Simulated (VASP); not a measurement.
The system is Ga3Se.

```
CELL_PARAMETERS angstrom
3.15526 0.00000 0.00000
0.00000 3.15526 0.00000
0.00000 0.00000 8.72914
ATOMIC_POSITIONS crystal
Ga 0.50000 0.50000 0.00000
Ga 0.00000 0.00000 0.79041
Ga 0.00000 0.00000 0.20959
Se 0.00000 0.00000 0.50000
```

The cell was generated, and may not be a known phase.

- Program: VASP 6.6.1
- Task: relaxation of cell and atoms
- Functional: PBE
- Potentials or basis: VASP PAW PBE potentials, release 64 (Ga_d, Se)
- Cutoff: 600 eV
- k mesh: 14 × 14 × 6
- Occupations: gaussian, width 0.1 eV
- Spin: no spin polarisation

At the start: pressure 0.2 GPa; volume 21.73 Å³/atom.

Problem. How do energy, volume and symmetry change on relaxing?

Solution. Over 37 steps the energy falls by 57.9 meV/atom and the volume is 20.45 Å³/atom (-5.9 %); space group P4/mmm (No. 123, to 0.1 Å) before and after.

The path:
```csv
step,energy change (eV),largest force (eV/Å),pressure (GPa),volume (Å³)
1,0.0000,0.4101,0.22,86.90
2,-0.0332,0.1970,-0.52,87.27
3,-0.0531,0.0356,-0.94,87.66
4,-0.0221,0.3863,-1.57,88.33
5,-0.0542,0.1323,-1.11,87.81
6,-0.0544,0.1055,-1.12,87.77
7,-0.0656,0.1932,-0.05,85.43
8,-0.0656,0.1957,-0.06,85.39
9,-0.0700,0.1480,0.04,85.14
10,-0.0752,0.0723,0.26,84.72
11,-0.0782,0.0514,0.54,83.87
12,-0.0797,0.0485,0.56,83.85
13,-0.0849,0.0375,0.55,83.80
14,-0.0983,0.0627,0.43,83.69
15,-0.1215,0.1894,0.24,83.46
16,-0.1525,0.3186,0.28,82.93
17,-0.1075,0.7070,1.24,81.60
18,-0.1538,0.4598,0.38,82.60
19,-0.1664,0.4430,0.21,82.61
20,-0.1804,0.4327,0.09,82.58
21,-0.1891,0.3905,-0.05,82.61
22,-0.2100,0.2625,-0.31,82.72
23,-0.2284,0.0432,-0.70,82.94
24,-0.2288,0.0082,-0.70,82.97
25,-0.2314,0.0060,-0.16,82.01
26,-0.2314,0.0122,0.11,81.59
27,-0.2315,0.0075,0.06,81.74
28,-0.2315,0.0052,-0.02,81.84
29,-0.2315,0.0093,0.05,81.80
30,-0.2316,0.0092,0.02,81.80
31,-0.2317,0.0130,0.03,81.80
32,-0.2317,0.0129,-0.01,81.80
33,-0.2317,0.0089,0.10,81.77
34,-0.2317,0.0139,0.03,81.77
35,-0.2318,0.0076,-0.11,81.81
36,-0.2318,0.0117,0.04,81.80
37,-0.2318,0.0082,-0.06,81.81
```

Final structure:
```xyz
4
Lattice="2.8467 0.0000 0.0000 0.0000 2.8467 0.0000 0.0000 0.0000 10.0950" Properties=species:S:1:pos:R:3 pbc="T T T"
Ga    1.4233    1.4233    0.0000
Ga    0.0000    0.0000    7.8004
Ga    0.0000    0.0000    2.2946
Se    0.0000    0.0000    5.0475
```

Caveat: a cell axis changed by over 15 % at a fixed basis, so the end point is rough.
